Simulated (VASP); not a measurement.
Wanted: the native input for a VASP 6.6.1 run.

```yaml
Task: single point
Functional: PBE
Dispersion: D3(BJ)
Potentials_or_basis: VASP PAW PBE potentials, release 64 (S)
Cutoff: 520 eV
k_mesh: 8 × 8 × 4
Occupations: gaussian, width 0.1 eV
Spin: no spin polarisation
Dipole_correction: no
Further_INCAR_settings: ALGO = Normal; EDIFF = 1e-06; NBANDS = 34
```

The structure of S lies in POSCAR:

```
S
1.0
    0.0000000000      4.2716471472      0.0000000000
   -4.2864666187      0.0000000000      0.0000000000
    0.0000000000      0.0000000000      9.5978915175
S
8
Direct
    1.0000000000      0.0000000000      0.0985184471
    0.5000000000      0.5000000000      0.0985184471
    0.5000000000      0.0000000000      0.4014815529
    1.0000000000      0.5000000000      0.4014815529
    0.0000000000      1.0000000000      0.9014815529
    0.5000000000      0.5000000000      0.9014815529
    0.5000000000      0.0000000000      0.5985184471
    0.0000000000      0.5000000000      0.5985184471
```

One way to write it, as run:

INCAR

```
SYSTEM = S
PREC = Accurate ; ENCUT = 520
EDIFF = 1E-6 ; ISMEAR = 0
SIGMA = 0.1 ; LREAL = .False.
LASPH = .True. ; NELM = 100
ALGO = Normal ; ISIF = 2
LWAVE = .False. ; LCHARG = .False.
GGA = PE ; IVDW = 12
NBANDS = 34
```

KPOINTS

```
regular mesh
0
Gamma
  8 8 4
  0 0 0
```

Potentials or basis: VASP PAW PBE potentials, release 64 (S).

Run with:

```console
$ cat potpaw_PBE.64/S/POTCAR > POTCAR
$ mpirun -np 1 vasp_std > vasp.out
```

Results of the run:

The pressure is -0.7 GPa and the largest force is 0.258 eV/Å. The band gap on the k mesh is zero (bands 24 and 25 overlap by 0.04 eV) and the dispersion energy per atom is -0.276 eV.

It took 2.4 min on 1 thread of Intel(R) Xeon(R) 6975P-C (Granite Rapids) (shared host), peak memory 0.45 GiB.
